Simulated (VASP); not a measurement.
Write the native input for VASP 6.6.1 that does the following.

```yaml
Task: single point
Functional: LDA
Potentials_or_basis: VASP PAW LDA potentials, release 64 (Si, O)
Cutoff: 520 eV
k_mesh: 6 × 6 × 4
Occupations: gaussian, width 0.02 eV
Spin: no spin polarisation
Dipole_correction: no
Further_INCAR_settings: ALGO = Normal; EDIFF = 1e-07; NBANDS = 44
```

The structure of SiO2 lies in POSCAR:

```
SiO2
1.0
    4.5259704670      0.0000000000      0.0000000000
    0.0000000000      4.5259704670      0.0000000000
    0.0000000000      0.0000000000      6.0204480330
Si O
4 8
Direct
    0.1547038355      0.1547038355      0.0000000000
    0.3452961645      0.6547038355      0.7500000000
    0.6547038355      0.3452961645      0.2500000000
    0.8452961645      0.8452961645      0.5000000000
    0.6911271682      0.7200339217      0.7216697877
    0.3088728318      0.2799660783      0.2216697877
    0.7200339217      0.6911271682      0.2783302123
    0.2200339217      0.8088728318      0.9716697877
    0.2799660783      0.3088728318      0.7783302123
    0.1911271682      0.7799660783      0.5283302123
    0.8088728318      0.2200339217      0.0283302123
    0.7799660783      0.1911271682      0.4716697877
```

These files were run (other wordings do the same):

INCAR

```
SYSTEM = SiO2
  ALGO = Normal
  EDIFF = 1E-7
  ENCUT = 520
  GGA = CA
  ISIF = 2
  ISMEAR = 0
  LASPH = .TRUE.
  LCHARG = .TRUE.
  LELF = .TRUE.
  LREAL = .FALSE.
  LVHAR = .TRUE.
  LWAVE = .FALSE.
  NBANDS = 44
  NELM = 80
  PREC = Accurate
  SIGMA = 0.02
```

KPOINTS

```
k-points
0
G
  6 6 4
  0 0 0
```

Potentials or basis: VASP PAW LDA potentials, release 64 (Si, O).

Launch:

```bash
$ cat potpaw_LDA.64/Si/POTCAR potpaw_LDA.64/O/POTCAR > POTCAR
$ mpirun -np 1 vasp_std > vasp.out
```

Results of the run:

```yaml
Pressure: 11.0 GPa
Largest_force: 0.063 eV/Å
Band_gap_on_the_k_mesh: 5.98 eV
```

Caveat: the cell stands under pressure.

Wall time 110 s on 1 thread of Intel(R) Xeon(R) Platinum 8488C (Sapphire Rapids) (shared host), peak memory 0.25 GiB.
